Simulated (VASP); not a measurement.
Input of a VASP 6.6.1 run:

File INCAR:

```
SYSTEM = BiTe
ALGO = Normal
EDIFF = 1E-6
ENCUT = 520
GGA = RE
ISIF = 2
ISMEAR = -5
IVDW = 13
LASPH = .TRUE.
LCHARG = .FALSE.
LNONCOLLINEAR = .TRUE.
LORBIT = 11
LREAL = .FALSE.
LWAVE = .FALSE.
MAGMOM = 0 0 0.5 0 0 0
NBANDS = 33
NELM = 150
PREC = Accurate
SIGMA = 0.05
```

KPOINTS

```
k-points
0
G
  7 7 7
  0 0 0
```

The input POSCAR:

```
BiTe
1.0
    0.0000000000      3.2564244654      3.2564244654
    3.2564244654      0.0000000000      3.2564244654
    3.2564244654      3.2564244654      0.0000000000
Bi Te
1 1
Direct
    0.0000000000      0.0000000000      0.0000000000
    0.5000000000      0.5000000000      0.5000000000
```

Potentials or basis: VASP PAW PBE potentials, release 64 (Bi_d, Te).

Launch:

```sh
$ cat potpaw_PBE.64/Bi_d/POTCAR potpaw_PBE.64/Te/POTCAR > POTCAR
$ mpirun -np 1 vasp_ncl > vasp.out
```

(1) Predict the dispersion energy per atom.

(2) Predict the pressure.

(3) What does it give for the net moment?

Results:

(1) -0.739 eV.

(2) -2.7 GPa.

(3) 0.28 μB per cell.

Caveat: the PAW data sets were made with another functional, which shifts forces and pressure a little; pairwise dispersion overbinds metals, which lowers pressure and volume; tetrahedron occupations give inexact forces and stress in metals.
